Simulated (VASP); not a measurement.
Mg3CdTe4:

```
Mg Cd Te
1.0
     4.52816    0.02134   -0.03432
    -2.24560    4.02473    0.03490
    -0.11177    0.06674   14.87991
Mg Cd Te
3 1 4
Direct
  0.67760 0.32494 0.50014
  0.66364 0.31593 0.00289
  0.99656 0.00750 0.24355
  0.99839 0.00624 0.74849
  0.66003 0.33544 0.19657
  0.67836 0.34628 0.68275
  0.01291 0.99412 0.43227
  0.97916 0.00288 0.93334
```

```yaml
Program: VASP 6.6.1
Task: relaxation of cell and atoms
Functional: PBE
Potentials_or_basis: VASP PAW PBE potentials, release 64 (Mg, Cd, Te)
Cutoff: 600 eV
k_mesh: 3 × 3 × 1
Occupations: gaussian, width 0.1 eV
Spin: no spin polarisation
```

At the start: pressure 1.5 GPa; volume 33.98 Å³/atom.

Question: Where does the relaxation end?

Answer: Over 15 steps the energy falls by 32.6 meV/atom and the volume is 35.15 Å³/atom (+3.4 %); space group P1 (No. 1, to 0.05 Å).

Step by step:
| step | energy change (eV) | largest force (eV/Å) | pressure (GPa) | volume (Å³) |
| --- | --- | --- | --- | --- |
| 1 | 0.0000 | 1.0016 | 1.53 | 271.87 |
| 2 | -0.1772 | 0.5138 | -0.32 | 284.82 |
| 3 | -0.1824 | 0.4306 | -0.65 | 287.61 |
| 4 | -0.2272 | 0.2614 | -0.24 | 283.80 |
| 5 | -0.2424 | 0.1893 | 0.21 | 279.98 |
| 6 | -0.2537 | 0.1338 | 0.04 | 281.20 |
| 7 | -0.2560 | 0.1186 | -0.06 | 282.04 |
| 8 | -0.2586 | 0.0588 | 0.00 | 281.47 |
| 9 | -0.2593 | 0.0470 | 0.05 | 280.99 |
| 10 | -0.2598 | 0.0350 | -0.03 | 281.65 |
| 11 | -0.2598 | 0.0315 | -0.06 | 281.90 |
| 12 | -0.2601 | 0.0338 | -0.04 | 281.73 |
| 13 | -0.2604 | 0.0472 | 0.00 | 281.40 |
| 14 | -0.2608 | 0.0337 | 0.02 | 281.33 |
| 15 | -0.2610 | 0.0211 | 0.03 | 281.20 |

Final structure:
```
Mg Cd Te
1.0
     4.66278    0.00587    0.00445
    -2.32690    4.04474   -0.00514
     0.01015   -0.00884   14.89933
Mg Cd Te
3 1 4
Cartesian
  2.3812 1.3325 7.3677
  2.3129 1.3260 14.8910
  4.6478 0.0135 3.6885
  0.0089 0.0201 11.1692
  2.3158 1.3580 2.8073
  2.3427 1.3680 10.1814
  -2.2776 4.0247 6.4911
  2.3198 4.0252 14.0303
```

Caveat: the k points lie up to 0.52 Å⁻¹ apart in the final cell.
